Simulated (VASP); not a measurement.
# SiAg (R-3m) in VASP: single point with PBE

Aim: the single point of SiAg with PBE.

Program: VASP 6.6.1. These are calculated values, not measurements. Logs are shortened: lines on timing, memory, paths and dates and some standing lists are left out, and cuts for length are marked.

## 1. The cell of the first run

Symmetry: R-3m, No. 166, trigonal system. The conventional cell has a = 3.011 Å, b = 3.011 Å, c = 12.740 Å, α = 90.00°, β = 90.00°, γ = 120.00°. Within 3.6 Å of Si (site symmetry -3m) lie 6 Ag at 2.74 Å and 6 Si at 3.01 Å. Ag (site symmetry -3m) has 6 Si at 2.74 Å and 6 Ag at 3.01 Å within 3.6 Å.

## 2. Single point, PBE

The input, INCAR:

```
  PREC = Accurate
  ENCUT = 520
  EDIFF = 1E-6
  ISMEAR = 0
  SIGMA = 0.1
  LREAL = F
  LASPH = T
  NELM = 100
  ALGO = Normal
  ISIF = 2
  LWAVE = F
  LCHARG = T
  GGA = PE
  LELF = T
  LVHAR = T
  NBANDS = 14
```

The input, KPOINTS:

```
Automatic mesh
0
Gamma
  24 24 24
```

The input, POSCAR:

```
SiAg
1.0
    1.5055575272      0.8692340436      4.2465500379
   -1.5055575272      0.8692340436      4.2465500379
    0.0000000000     -1.7384680873      4.2465500379
Si Ag
1 1
Direct
    0.0000000000      0.0000000000      0.0000000000
    0.5000000000      0.5000000000      0.5000000000
```

Potentials or basis: VASP PAW PBE potentials, release 64 (Si, Ag).

Command:

```bash
$ cat potpaw_PBE.64/Si/POTCAR potpaw_PBE.64/Ag/POTCAR > POTCAR
$ mpirun -np 1 vasp_std > vasp.out
```

OUTCAR:

```text
PREC = Accurate
   ENCUT = 520
   EDIFF = 1E-6
   ISMEAR = 0
   LREAL = F
   LASPH = T
   NELM = 100
   ISIF = 2
   GGA = PE

 ion  position               nearest neighbor table
   1  0.000  0.000  0.000-   2 2.74   2 2.74   2 2.74   2 2.74   2 2.74   2 2.74
   2  0.500  0.500  0.500-   1 2.74   1 2.74   1 2.74   1 2.74   1 2.74   1 2.74

  LATTYP: Found a trigonal (rhomboedric) cell.
 ALAT       =     4.5886227252
 COS(alpha) =     0.7846920820

  Lattice vectors:

 A1 = (   1.5055575272,   0.8692340436,   4.2465500379)
 A2 = (  -1.5055575272,   0.8692340436,   4.2465500379)
 A3 = (   0.0000000000,  -1.7384680873,   4.2465500379)

Analysis of symmetry for initial positions (statically):
=====================================================================
 Subroutine PRICEL returns:
 Original cell was already a primitive cell.

 Routine SETGRP: Setting up the symmetry group for a
 trigonal (rhombohedral) supercell.

 Subroutine GETGRP returns: Found 12 space group operations
 (whereof 12 operations were pure point group operations)
 out of a pool of 12 trial point group operations.

The static configuration has the point symmetry D_3d.

Analysis of symmetry for dynamics (positions and initial velocities):
=====================================================================
 Subroutine PRICEL returns:
 Original cell was already a primitive cell.

 Routine SETGRP: Setting up the symmetry group for a
 trigonal (rhombohedral) supercell.

 Subroutine GETGRP returns: Found 12 space group operations
 (whereof 12 operations were pure point group operations)
 out of a pool of 12 trial point group operations.

The dynamic configuration has the point symmetry D_3d.

 Subroutine INISYM returns: Found 12 space group operations
 (whereof 12 operations are pure point group operations),
 and found     1 'primitive' translations

----------------------------------------------------------------------------------------

                                     Primitive cell

  volume of cell :      33.3443

  direct lattice vectors                    reciprocal lattice vectors
     1.505557527  0.869234044  4.246550038     0.332102886  0.191739691  0.078495091
    -1.505557527  0.869234044  4.246550038    -0.332102886  0.191739691  0.078495091
     0.000000000 -1.738468087  4.246550038     0.000000000 -0.383479381  0.078495091

  length of vectors
     4.588622725  4.588622725  4.588622725     0.391430601  0.391430601  0.391430601

  position of ions in fractional coordinates (direct lattice)
     0.000000000  0.000000000  0.000000000
     0.500000000  0.500000000  0.500000000

  ion indices of the primitive-cell ions
   primitive index   ion index
                 1           1
                 2           2

----------------------------------------------------------------------------------------

 KPOINTS: Automatic mesh

Automatic generation of k-mesh.
 Grid dimensions read from file:
 generate k-points for:   24   24   24

 Generating k-lattice:

  Cartesian coordinates                     Fractional coordinates (reciprocal lattice)
     0.013837620  0.007989154  0.003270629     0.041666667 -0.000000000 -0.000000000
    -0.013837620  0.007989154  0.003270629    -0.000000000  0.041666667 -0.000000000
     0.000000000 -0.015978308  0.003270629     0.000000000  0.000000000  0.041666667

  Length of vectors
     0.016309608  0.016309608  0.016309608

  Shift w.r.t. Gamma in fractional coordinates (k-lattice)
     0.000000000  0.000000000  0.000000000

 Subroutine IBZKPT returns following result:
 ===========================================

 Found   1313 irreducible k-points:

 Following reciprocal coordinates:
            Coordinates               Weight
  0.000000  0.000000  0.000000      1.000000
  0.041667  0.000000  0.000000      6.000000
  0.083333  0.000000  0.000000      6.000000
  0.125000  0.000000  0.000000      6.000000
  0.166667  0.000000  0.000000      6.000000
  0.208333 -0.000000  0.000000      6.000000
[... 16 lines left out ...]
  0.416667  0.041667  0.000000     12.000000
  0.458333  0.041667  0.000000     12.000000
 [... further k-points ...]
   k-points           NKPTS =   1313   k-points in BZ     NKDIM =   1313   number of bands    NBANDS=     14
   number of dos      NEDOS =    301   number of ions     NIONS =      2
   total plane-waves  NPLWV =  46656
   dimension x,y,z NGX =    36 NGY =   36 NGZ =   36
   dimension x,y,z NGXF=    72 NGYF=   72 NGZF=   72
   ions per type =               1   1
   NGX,Y,Z   is equivalent  to a cutoff of  13.04, 13.04, 13.04 a.u.
   NGXF,Y,Z  is equivalent  to a cutoff of  26.09, 26.09, 26.09 a.u.
 SYSTEM =  unknown system
   PREC   = accura    normal or accurate (medium, high low for compatibility)
   ISTART =      0    job   : 0-new  1-cont  2-samecut
   ICHARG =      2    charge: 1-file 2-atom 10-const
   ISPIN  =      1    spin polarized calculation?
   LNONCOLLINEAR =      F non collinear calculations
   LSORBIT =      F    spin-orbit coupling
   LASPH  =      T    aspherical Exc in radial PAW
   ENCUT  =  520.0 eV  38.22 Ry    6.18 a.u.   8.53  8.53  8.53*2*pi/ulx,y,z
   NELM   =    100;   NELMIN=  2; NELMDL= -5     # of ELM steps
   EDIFF  = 0.1E-05   stopping-criterion for ELM
   LREAL  =      F    real-space projection
   EDIFFG = 0.1E-04   stopping-criterion for IOM
   NSW    =      0    number of steps for IOM
   IBRION =     -1    ionic relax: 0-MD 1-quasi-New 2-CG
   NFREE  =      0    steps in history (QN), initial steepest desc. (CG)
   ISIF   =      2    stress and relaxation
   ISYM   =      2    0-nonsym 1-usesym 2-fastsym
   POTIM  = 0.5000    time-step for ionic-motion
   TEBEG  =    0.0;   TEEND  =   0.0 temperature during run
   PSTRESS=    0.0 pullay stress
   NELECT =      15.0000    total number of electrons
   NUPDOWN=      -1.0000    fix difference up-down
   EMIN   =  10.00;   EMAX   =-10.00  energy-range for DOS
   EFERMI =   0.00;   METHOD = LEGACY
   ISMEAR =     0;   SIGMA  =   0.10  broadening in eV -4-tet -1-fermi 0-gaus
   EFERMI_NEDOS =   21; number of points for ismear=-14 and -15
   IALGO  =     38    algorithm
   IMIX   =      4    mixing-type and parameters
     AMIX     =   0.40;   BMIX     =  1.00
     AMIX_MAG =   1.60;   BMIX_MAG =  1.00
  volume/ion in A,a.u.               =      16.67       112.51
  Fermi-wavevector in a.u.,A,eV,Ry     =   1.254387  2.370447 21.408572  1.573486
  Thomas-Fermi vector in A             =   2.388194
   LORBIT       =      0    0 simple, 1 ext, 2 COOP (PROOUT), +10 PAW based schemes
   GGA     = PE    functional components
   LHFCALC =     F    Hartree Fock is set to
   AEXX    =    0.0000 exact exchange contribution
   IVDW    =     0    specifies the selected vdW correction
   LEPSILON=     F    determine dielectric tensor
   LRPA    =     F    only Hartree local field effects (RPA)
 non-spin polarized calculation
 Gauss-broadening in eV      SIGMA  =   0.10
  energy-cutoff  :      520.00
  volume of cell :       33.34
 maximum number of plane-waves:       922
 NGX is ok and might be reduce to    36
   NGX = 17   NGY = 17   NGZ = 17

 number of electron      15.0000001 magnetization

 Free energy of the ion-electron system (eV)
  ---------------------------------------------------
  ext. energy  EPLUGINS =         0.00000000
  ---------------------------------------------------
  free energy    TOTEN  =        -7.49833692 eV

  energy without entropy =       -7.49536239  energy(sigma->0) =       -7.49684966

 E-fermi :   8.9075     XC(G=0): -11.4841

 val. band max:        8.9026222597   @ k =  -0.4583   0.2500   0.2500
 cond. band min:       8.9092625576   @ k =   0.5000   0.2917   0.0000
 fundamental gap:      0.0066402979
 Fermi energy:         8.9075437095

 k-point     1 :       0.0000    0.0000    0.0000
  band No.  band energies     occupation
      1      -2.7930      2.00000
      2       2.4373      2.00000
      3       3.5265      2.00000
      4       3.5265      2.00000
      5       4.1435      2.00000
      6       4.1435      2.00000
      7       5.6834      2.00000
      8       9.3559      0.00000
      9      15.4105      0.00000
     10      15.4105      0.00000
     11      20.0914      0.00000
     12      20.0914      0.00000
     13      20.8750      0.00000
     14      21.7594      0.00000

 k-point     2 :       0.0417    0.0000    0.0000
  band No.  band energies     occupation
      1      -2.7542      2.00000
      2       2.4613      2.00000
      3       3.5091      2.00000
      4       3.5468      2.00000
      5       4.0640      2.00000
      6       4.1368      2.00000
      7       5.7864      2.00000
      8       9.3892      0.00000
      9      15.1173      0.00000
     10      15.3358      0.00000
     11      19.7927      0.00000
     12      20.2376      0.00000
     13      21.0826      0.00000
     14      21.7186      0.00000

 k-point     3 :       0.0833    0.0000    0.0000
  band No.  band energies     occupation
      1      -2.6382      2.00000
      2       2.5298      2.00000
      3       3.4573      2.00000
      4       3.6067      2.00000
      5       3.8791      2.00000
      6       4.1174      2.00000
      7       6.0423      2.00000
      8       9.4920      0.00000
      9      14.3722      0.00000
     10      15.1379      0.00000
     11      19.1688      0.00000
     12      20.6491      0.00000
     13      21.1217      0.00000
     14      21.7256      0.00000

 k-point     4 :       0.1250    0.0000    0.0000
  band No.  band energies     occupation
      1      -2.4458      2.00000
      2       2.6296      2.00000
      3       3.3723      2.00000
      4       3.6739      2.00000
      5       3.7028      2.00000
      6       4.0872      2.00000
      7       6.3694      2.00000
      8       9.6729      0.00000
      9      13.3951      0.00000
     10      14.8709      0.00000
     11      18.4904      0.00000
     12      20.2281      0.00000
     13      21.2692      0.00000
     14      22.4118      0.00000

 k-point     5 :       0.1667    0.0000    0.0000
  band No.  band energies     occupation
      1      -2.1789      2.00000
      2       2.7250      2.00000
      3       3.2669      2.00000
      4       3.5095      2.00000
      5       3.8276      2.00000
      6       4.0517      2.00000
      7       6.7163      2.00000
      8       9.9435      0.00000
      9      12.3309      0.00000
     10      14.5829      0.00000
     11      17.8394      0.00000
[... 276 lines left out ...]
 k-point    22 :       0.3750    0.0417    0.0000
  band No.  band energies     occupation
      1      -0.0944      2.00000
      2       2.3097      2.00000
      3       2.9103      2.00000
      4       3.5713      2.00000
      5       3.8198      2.00000
      6       4.6263      2.00000
      7       7.4109      2.00000
      8       8.7151      1.99351
      9      12.5999      0.00000
     10      13.2005      0.00000
     11      14.5953      0.00000
     12      16.2646      0.00000
     13      18.1018      0.00000
     14      20.1714      0.00000

 k-point    23 :       0.4167    0.0417    0.0000
  band No.  band energies     occupation
      1       0.4993      2.00000
      2       2.2181      2.00000
      3       2.8124      2.00000
      4       3.4486      2.00000
      5       3.7836      2.00000
      6       4.7577      2.00000
      7       7.0187      2.00000
      8       8.9954      0.21425
      9      12.8079      0.00000
     10      13.0491      0.00000
     11      14.2394      0.00000
     12      16.0433      0.00000
     13      17.6793      0.00000
     14      19.0320      0.00000

 k-point    24 :       0.4583    0.0417    0.0000
  band No.  band energies     occupation
      1       1.1085      2.00000
      2       2.1584      2.00000
      3       2.6512      2.00000
      4       3.2356      2.00000
      5       3.7505      2.00000
      6       4.8536      2.00000
      7       6.7022      2.00000
      8       9.4885      0.00000
      9      12.2799      0.00000
     10      12.9423      0.00000
     11      14.6868      0.00000
     12      15.9168      0.00000
     13      17.2686      0.00000
     14      18.1208      0.00000

 [... further k-points ...]

------------------------ aborting loop because EDIFF is reached ----------------------------------------

  FORCE on cell =-STRESS in cart. coord.  units (eV):
  Direction    XX          YY          ZZ          XY          YZ          ZX
  --------------------------------------------------------------------------------------
  -------------------------------------------------------------------------------------
  Total       -0.0122861     -0.0122861     -0.0006439      0.0000000      0.0000000      0.0000000
  in kB       -0.5903412     -0.5903412     -0.0309400      0.0000000      0.0000000      0.0000000
  external PRESSURE =      -0.4038741 kB  Pullay stress =       0.0000000 kB

 VOLUME and BASIS-vectors are now :
 -----------------------------------------------------------------------------
  energy-cutoff  :      520.00
  volume of cell :       33.34
      direct lattice vectors                 reciprocal lattice vectors
     1.505557527  0.869234044  4.246550038     0.332102886  0.191739691  0.078495091
    -1.505557527  0.869234044  4.246550038    -0.332102886  0.191739691  0.078495091
     0.000000000 -1.738468087  4.246550038     0.000000000 -0.383479381  0.078495091

 POSITION                                       TOTAL-FORCE (eV/Angst)
 -----------------------------------------------------------------------------------
      0.00000      0.00000      0.00000        -0.000000      0.000000     -0.000000
      0.00000     -0.00000      6.36983         0.000000      0.000000      0.000000
 -----------------------------------------------------------------------------------
    total drift:                                0.000000     -0.000000      0.000000

  FREE ENERGIE OF THE ION-ELECTRON SYSTEM (eV)
  ---------------------------------------------------
  free  energy   TOTEN  =        -7.4983369184 eV

  energy  without entropy=       -7.4953623931  energy(sigma->0) =       -7.49684966
```

It took 17 min on 1 thread of Intel Xeon Platinum 8259CL at 2.50GHz (Skylake/Cascade Lake), shared host; peak memory 0.74 GiB.

Results:

```
Free energy            : -7.4983 eV
Pressure               : 0.0 GPa
Band gap on the k mesh : zero (an odd number of electrons rules out a gap without spin polarisation)
```

Levels at points of the mesh, in eV from the Fermi level:
```csv
k point,band 5,band 6,band 7,band 8,band 9,band 10
"(0.00, 0.00, 0.00)",-4.76,-4.76,-3.22,0.45,6.50,6.50
"(0.50, 0.00, 0.00)",-5.17,-3.98,-2.39,1.38,2.42,4.47
"(0.50, 0.50, 0.00)",-4.83,-3.98,-2.70,-2.05,1.99,3.01
"(0.50, 0.50, 0.50)",-5.40,-4.73,-4.73,7.12,7.12,7.24
```
